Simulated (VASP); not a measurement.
# ZrC: electric field gradients with PBE

Crystal: ZrC.

```
CELL_PARAMETERS angstrom
0.00000 2.37371 2.35021
2.37371 0.00000 2.35021
2.37371 2.37371 0.00000
ATOMIC_POSITIONS crystal
Zr 0.50000 0.50000 0.50000
C 0.00000 0.00000 0.00000
```

This cell differs from its parent crystal: equal xx and yy strain of +1 %.

| Quantity | Value |
| --- | --- |
| Program | VASP 6.6.1 |
| Task | electric field gradients |
| Functional | PBE |
| Potentials or basis | VASP PAW PBE potentials, release 64 (Zr_sv, C) |
| Cutoff | 520 eV |
| k mesh | 15 × 15 × 15 |
| Occupations | fermi-dirac, width 0.05 eV |
| Spin | no spin polarisation |
| Dipole correction | no |
| Further INCAR settings | ALGO = Normal; EDIFF = 1e-08; NBANDS = 15 |

```
Pressure               : -2.9 GPa
Band gap on the k mesh : zero (band 8 reaches 10.35 eV, above the bottom of band 9 at 8.96 eV)
```

Stress tensor (GPa, compression positive):
```
-4.00  0.00  0.00
 0.00 -4.00  0.00
 0.00  0.00 -0.66
```

Levels at points of the mesh, in eV from the Fermi level:
| k point | band 4 | band 5 | band 6 | band 7 | band 8 | band 9 | band 10 | band 11 | band 12 | band 13 |
| --- | --- | --- | --- | --- | --- | --- | --- | --- | --- | --- |
| (0.00, 0.00, 0.00) | -25.89 | -11.23 | 0.92 | 0.92 | 0.97 | 1.06 | 1.06 | 1.16 | 2.71 | 2.81 |

Electric field gradients, principal values (V/Å²):
```
atom  least  middle  greatest (by size)
1 Zr  7.243   7.243             -14.486
 2 C  0.599   0.600              -1.199
```

Run time: 88 s on 1 thread of AMD EPYC 9R45 96-Core Processor (Zen 5), with other jobs on the host, peak memory 0.22 GiB.

Caveat: the cell differs from its parent crystal (equal xx and yy strain of +1 %); without QUAD_EFG the Cq values of the log hold for a quadrupole moment of 1 mb, not for the nuclei.
